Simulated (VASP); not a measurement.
Here is a VASP 6.6.1 calculation.

INCAR

```
SYSTEM = Cu
ALGO = Fast
EDIFF = 1E-6
ENCUT = 520
GGA = PE
ISIF = 2
ISMEAR = 0
LASPH = .TRUE.
LCHARG = .FALSE.
LREAL = .FALSE.
LWAVE = .FALSE.
NBANDS = 18
NELM = 100
PREC = Accurate
SIGMA = 0.1
```

KPOINTS

```
k-points
0
G
  20 20 14
  0 0 0
```

Contents of POSCAR:

```
Cu
1.0
    1.8058268983      1.8058268983      0.0000000000
   -1.8058268983      1.8058268983      0.0000000000
    0.0000000000      0.0000000000      3.7023988668
Cu
2
Direct
    0.0000000000      0.0000000000      0.0000000000
    0.5000000000      0.5000000000      0.5000000000
```

Potentials or basis: VASP PAW PBE potentials, release 64 (Cu).

Command:

```sh
$ cat potpaw_PBE.64/Cu/POTCAR > POTCAR
$ mpirun -np 1 vasp_std > vasp.out
```

Problem. Predict the band gap on the k mesh.

Solution. Zero (band 11 reaches 13.46 eV, above the bottom of band 12 at 5.44 eV).

Problem. Estimate the pressure.

Solution. -0.5 GPa.

Stress tensor (GPa, compression positive):
```
 0.08  0.00  0.00
 0.00  0.08  0.00
 0.00  0.00 -1.70
```

Caveat: the cell differs from its parent crystal (uniaxial strain along c: +2.0 %).
